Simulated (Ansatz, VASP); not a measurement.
**ZrBeF4: VASP beside Ansatz**

```xyz
6
Lattice="0.0000 3.2003 3.2003 3.2003 0.0000 3.2003 3.2003 3.2003 0.0000" Properties=species:S:1:pos:R:3 pbc="T T T"
Zr    0.0000    0.0000    0.0000
Be    4.8005    4.8005    4.8005
F     2.3995    4.0012    4.0012
F     2.3995    2.3995    2.3995
F     4.0012    2.3995    4.0012
F     4.0012    4.0012    2.3995
```

Change from the starting cell: species swapped into the CaSmAl4 type (F-43m, No. 216).

Alike in both runs: functional PBE; k mesh 4 × 4 × 4; occupations gaussian, width 0.1 eV; no spin polarisation.

Ansatz relaxed the structure, and its values are those at the end. VASP's run is a single point on that final structure, the one shown.

|  | VASP | Ansatz |
| --- | --- | --- |
| version | VASP 6.6.1 | Ansatz 0.2.0 |
| potentials or method | VASP PAW PBE potentials, release 64 (Zr_sv, Be, F), cutoff 520 eV | scalar-relativistic, plane waves, PAW |
| valence electrons in the cell | 42 | 42 |

```tsv
	VASP	Ansatz	Ansatz less VASP
gap on the k mesh at the Fermi level (eV)	0.24	0.24	+0.001
least direct gap on the mesh (eV)	0.53	0.53	+0.001
pressure (GPa)	-0.3	0.0	+0.30
```

The k mesh is coarse, so the values compare programs but aren't converged.
